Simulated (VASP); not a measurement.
**KNbO3: single point with b88 exchange, lda correlation**

KNbO3:

```
CELL_PARAMETERS angstrom
3.99600 0.00000 0.00000
0.00000 3.99600 0.00000
0.00000 0.00000 4.06300
ATOMIC_POSITIONS crystal
K 0.00000 0.00000 0.01800
Nb 0.50000 0.50000 0.50000
O 0.50000 0.50000 0.04400
O 0.50000 0.00000 0.54000
O 0.00000 0.50000 0.54000
```

```
Program                : VASP 6.6.1
Task                   : single point
Functional             : b88 exchange, lda correlation
Potentials or basis    : VASP PAW PBE potentials, release 64 (K_sv, Nb_sv, O)
Cutoff                 : 600 eV
k mesh                 : 3 × 3 × 3
Occupations            : gaussian, width 0.01 eV
Spin                   : no spin polarisation
Dipole correction      : no
Further INCAR settings : ALGO = Normal; EDIFF = 1e-06; NBANDS = 28
```

```json
{
 "Pressure": "11.2 GPa",
 "Largest force": "0.256 eV/Å",
 "Band gap on the k mesh": "2.01 eV (least direct gap 2.48 eV)"
}
```

Forces on the atoms (eV/Å):
```
K    0.000  0.000 -0.023
Nb   0.000  0.000 -0.256
O    0.000  0.000 -0.122
O    0.000  0.000  0.201
O    0.000  0.000  0.201
```

Stress tensor (GPa, compression positive):
```
10.09  0.00  0.00
 0.00 10.09  0.00
 0.00  0.00 13.39
```

Levels at points of the mesh, in eV from the valence-band top:
```tsv
k point	band 16	band 17	band 18	band 19	band 20	band 21	band 22	band 23	band 24	band 25
(0.00, 0.00, 0.00)	-1.21	-0.78	-0.69	-0.47	-0.47	2.01	2.66	2.66	5.76	5.91
```

Wall time 12 s on 1 thread of Intel Xeon 8259CL, with other jobs on the host, peak memory 0.18 GiB.

Caveat: the k points lie up to 0.52 Å⁻¹ apart; the PAW data sets were made with another functional, which shifts forces and pressure a little. A k mesh can miss the band edges.
